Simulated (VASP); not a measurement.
# Al3BAs2: single point with PBE

Crystal: Al3BAs2.

```
CELL_PARAMETERS angstrom
3.93066 0.00000 0.00000
0.00000 3.93066 0.00000
0.00000 0.00000 7.44268
ATOMIC_POSITIONS crystal
Al 0.00000 0.50000 0.68165
Al 0.50000 0.00000 0.31835
Al 0.50000 0.50000 0.00000
B 0.00000 0.00000 0.50000
As 0.50000 0.50000 0.66193
As 0.50000 0.50000 0.33807
```

The cell was built from a structure type or drawn by symmetry, and may not be a known phase.

```json
{
  "Program": "VASP 6.6.1",
  "Task": "single point",
  "Functional": "PBE",
  "Potentials or basis": "VASP PAW PBE potentials, release 64 (Al, B, As)",
  "Cutoff": "520 eV",
  "k mesh": "4 × 4 × 4",
  "Occupations": "gaussian, width 0.1 eV",
  "Spin": "no spin polarisation",
  "Dipole correction": "no",
  "Further INCAR settings": "ALGO = Normal; EDIFF = 1e-06; NBANDS = 20"
}
```

The pressure is 32.7 GPa and the largest force is 1.094 eV/Å. The band gap on the k mesh is zero (bands 11 and 12 overlap by 2.45 eV).

Forces on the atoms (eV/Å):
```
Al   0.000  0.000  1.094
Al   0.000  0.000 -1.094
Al   0.000  0.000  0.000
B    0.000  0.000  0.000
As   0.000  0.000  0.975
As   0.000  0.000 -0.975
```

Stress tensor (GPa, compression positive):
```
43.26  0.00  0.00
 0.00 43.26  0.00
 0.00  0.00 11.71
```

Levels at points of the mesh, in eV from the Fermi level:
```
           k point  band 7  band 8  band 9  band 10  band 11  band 12  band 13  band 14  band 15  band 16
(0.00, 0.00, 0.00)   -2.35   -2.35   -2.19    -1.54    -1.01     1.42     1.63     1.63     2.38     3.57
(0.50, 0.00, 0.00)   -2.88   -1.61   -1.10    -1.07    -0.86    -0.58    -0.31     1.49     3.21     3.34
(0.50, 0.50, 0.00)   -3.80   -3.80   -2.11    -1.45    -1.45    -0.45     0.47     1.67     2.78     2.78
(0.00, 0.00, 0.50)   -4.99   -2.47   -2.47    -1.49     1.53     2.12     2.12     2.19     3.12     3.59
(0.50, 0.00, 0.50)   -4.18   -1.93   -1.27    -1.21    -1.17    -0.86     1.41     2.10     2.81     3.93
(0.50, 0.50, 0.50)   -4.11   -4.11   -3.18    -2.23    -0.07    -0.07     0.91     0.91     3.09     3.29
```

Wall time 19 s on 1 thread of Intel(R) Xeon(R) 6975P-C (Granite Rapids) (shared host), peak memory 0.23 GiB.

Caveat: the k points lie up to 0.40 Å⁻¹ apart, too coarse for converged energies and pressures of a metal; forces of over 1 eV/Å act on the atoms, so gaps and moduli don't describe the material at rest.
